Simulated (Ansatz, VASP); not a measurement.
One calculation of Cu, two programs

Contents of INCAR:

```
PREC     = Accurate       # precision mode
ENCUT    = 820            # plane-wave cutoff, eV
EDIFF    = 1E-6           # SCF threshold, eV
ISMEAR   = -1             # smearing method
SIGMA    = 0.05           # smearing width, eV
LREAL    = F              # projectors in reciprocal space
LASPH    = T              # aspherical terms in the spheres
NELM     = 120            # most SCF steps
ALGO     = Normal         # electronic algorithm
ISIF     = 2              # what is computed and relaxed
LWAVE    = F              # write WAVECAR
LCHARG   = F              # write CHGCAR
GGA      = PS             # functional
NBANDS   = 26             # bands
GGA_COMPAT= F
```

File KPOINTS:

```
Automatic mesh
0
Gamma
  11 11 11
```

Contents of POSCAR:

```
Cu
1.0
    1.2423612020     -4.0543660062      0.0000000000
    1.2423612020      4.0543660062      0.0000000000
    0.0000000000      0.0000000000      2.5240469776
Cu
2
Direct
    0.8661333500      0.1338666500      0.7500000000
    0.1338666500      0.8661333500      0.2500000000
```

input.yaml

```yaml
crystal:
  lattice:
    - [1.242361202, -4.0543660062, 0.0]
    - [1.242361202, 4.0543660062, 0.0]
    - [0.0, 0.0, 2.5240469776]
  atoms:
    - { symbol: Cu, position: [0.86613335, 0.13386665, 0.75] }
    - { symbol: Cu, position: [0.13386665, 0.86613335, 0.25] }
hamiltonian:
  xc: pbesol
  pseudopotentials: { kind: paw }
kpoints:
  mp_grid: { grid: [11, 11, 11] }
scf:
  occupations: { method: fermi_dirac, width: 0.05 }
output:
  forces: true
  stress: true
  eigenvalues: true
  write_density: true
  write_potential: true
  elf: true
  volumetric_format: npy
```

Alike in both runs: task single point; functional PBEsol; k mesh 11 × 11 × 11; occupations fermi-dirac, width 0.05 eV; no spin polarisation.

|  | VASP | Ansatz |
| --- | --- | --- |
| version | VASP 6.6.1 | Ansatz 0.2.0 |
| potentials or method | VASP PAW PBE potentials, release 64 (Cu_sv_GW) | Ansatz PAW |
| plane-wave cutoff (eV) | 820 | 420 |
| valence electrons in the cell | 38 | 38 |

Ansatz gave:

* gap on the k mesh at the Fermi level (eV): none
* pressure (GPa): -8.8
* traceless stress, the component that is largest in VASP (GPa): -0.81
* rms of the force components (eV/Å): 0.041

Problem. Which values does VASP return?

Solution. gap on the k mesh at the Fermi level (eV): none; pressure (GPa): -10.3; traceless stress, the component that is largest in VASP (GPa): -0.82; rms of the force components (eV/Å): 0.043.

VASP's potentials were made for PBE, not for PBEsol. Atom by atom the forces differ by 0.002 eV/Å (rms over components). A gap of «none» marks a metal or a gap that the smearing closes.
